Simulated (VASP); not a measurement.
Here is a VASP 6.6.1 calculation.

File POSCAR:

```
Ti
1.0
    2.5215571515      0.0000000000      0.0000000000
    0.0000000000      2.5215571515      0.0000000000
    0.0000000000      0.0000000000      2.5215571515
Ti
1
Direct
    0.0000000000      0.0000000000      0.0000000000
```

The input INCAR.step1:

```
ALGO     = Normal         # electronic algorithm
EDIFF    = 1E-4           # SCF threshold, eV
ENCUT    = 520            # plane-wave cutoff, eV
GGA      = PE             # functional
ISMEAR   = -1             # smearing method
LASPH    = True           # aspherical terms in the spheres
LCHARG   = False          # write CHGCAR
LREAL    = False          # projectors in reciprocal space
LWAVE    = True           # write WAVECAR
NBANDS   = 12             # bands
NELM     = 100            # most SCF steps
PREC     = Accurate       # precision mode
SIGMA    = 0.1            # smearing width, eV
```

The input INCAR.step2:

```
ALGO     = Normal         # electronic algorithm
EDIFF    = 1E-6           # SCF threshold, eV
ENCUT    = 520            # plane-wave cutoff, eV
ISIF     = 2              # what is computed and relaxed
ISMEAR   = -1             # smearing method
ISTART   = 1            
LASPH    = True           # aspherical terms in the spheres
LCHARG   = True           # write CHGCAR
LELF     = True           # ELF
LMIXTAU  = True         
LREAL    = False          # projectors in reciprocal space
LVHAR    = True         
LWAVE    = False          # write WAVECAR
METAGGA  = R2SCAN         # meta-GGA
NBANDS   = 12             # bands
NELM     = 100            # most SCF steps
PREC     = Accurate       # precision mode
SIGMA    = 0.1            # smearing width, eV
```

The input KPOINTS:

```
k-points
0
Gamma
  13 13 13
```

Potentials or basis: VASP PAW PBE potentials, release 64 (Ti_sv).

Run with:

```bash
$ cat potpaw_PBE.64/Ti_sv/POTCAR > POTCAR
$ cp INCAR.step1 INCAR
$ mpirun -np 1 vasp_std > vasp.out
$ cp INCAR.step2 INCAR
$ mpirun -np 1 vasp_std > vasp.out
```

**Question.** Estimate the band gap on the k mesh.

**Answer.** Zero (band 6 reaches 9.97 eV, above the bottom of band 7 at 7.38 eV).

**Question.** Estimate the pressure.

**Answer.** 13.1 GPa.

Caveat: the PAW data sets were made with another functional, which shifts forces and pressure a little.
